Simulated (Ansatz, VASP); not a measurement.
**Ge in VASP and in Ansatz**

File INCAR:

```
SYSTEM = Ge
PREC     = Accurate       ! precision mode
ENCUT    = 520            ! plane-wave cutoff, eV
EDIFF    = 1E-6           ! SCF threshold, eV
ISMEAR   = 0              ! smearing method
SIGMA    = 0.15           ! smearing width, eV
LREAL    = .FALSE.        ! projectors in reciprocal space
LASPH    = .TRUE.         ! aspherical terms in the spheres
NELM     = 100            ! most SCF steps
ALGO     = Normal         ! electronic algorithm
ISIF     = 2              ! what is computed and relaxed
LWAVE    = .FALSE.        ! write WAVECAR
LCHARG   = .TRUE.         ! write CHGCAR
LELF     = .TRUE.         ! ELF
LVHAR    = .TRUE.       
NBANDS   = 21             ! bands
```

The input KPOINTS:

```
Automatic mesh
0
G
  14 14 14
  0 0 0
```

POSCAR

```
Ge
1.0
   -0.1124364614      2.8109115346      2.8109115346
    2.8109115346     -0.1124364614      2.8109115346
    2.6984750732      2.6984750732      0.0000000000
Ge
2
Direct
    0.5000000000      0.5000000000      0.5000000000
    0.7500000000      0.7500000000      0.7500000000
```

Input for Ansatz:

```yaml
crystal:
  lattice:
    - [-0.1124364614, 2.8109115346, 2.8109115346]
    - [2.8109115346, -0.1124364614, 2.8109115346]
    - [2.6984750732, 2.6984750732, 0.0]
  atoms:
    - { symbol: Ge, position: [0.5, 0.5, 0.5] }
    - { symbol: Ge, position: [0.75, 0.75, 0.75] }
basis:
  ecutwfc: 420
kpoints:
  mp_grid: { grid: [14, 14, 14] }
hamiltonian:
  xc: lda
scf:
  occupations: { method: gaussian, width: 0.15 }
output:
  forces: true
  stress: true
  eigenvalues: true
```

Change from the starting cell: engineering shear strain xy -0.0800, normal strain along z +0.0000.

Alike in both runs: task single point; functional LDA; k mesh 14 × 14 × 14; occupations gaussian, width 0.15 eV; no spin polarisation.

|  | VASP | Ansatz |
| --- | --- | --- |
| version | VASP 6.6.1 | Ansatz 0.2.0 |
| potentials or method | VASP PAW LDA potentials, release 64 (Ge_d), cutoff 520 eV | scalar-relativistic, plane waves, PAW |
| valence electrons in the cell | 28 | 28 |

Ansatz gave:

* gap on the k mesh at the Fermi level (eV): none
* pressure (GPa): 0.8
* traceless stress, the component that is largest in VASP (GPa): 6.90
* rms of the force components (eV/Å): 0.410

**Question.** What did VASP give for the same quantities?

**Answer.** gap on the k mesh at the Fermi level (eV): none; pressure (GPa): 0.9; traceless stress, the component that is largest in VASP (GPa): 6.95; rms of the force components (eV/Å): 0.415.

LDA's correlation is that of Perdew and Zunger in VASP and of Perdew and Wang (1992) in Ansatz. Atom by atom the forces differ by 0.005 eV/Å (rms over components). A gap of «none» marks a metal or a gap that the smearing closes.
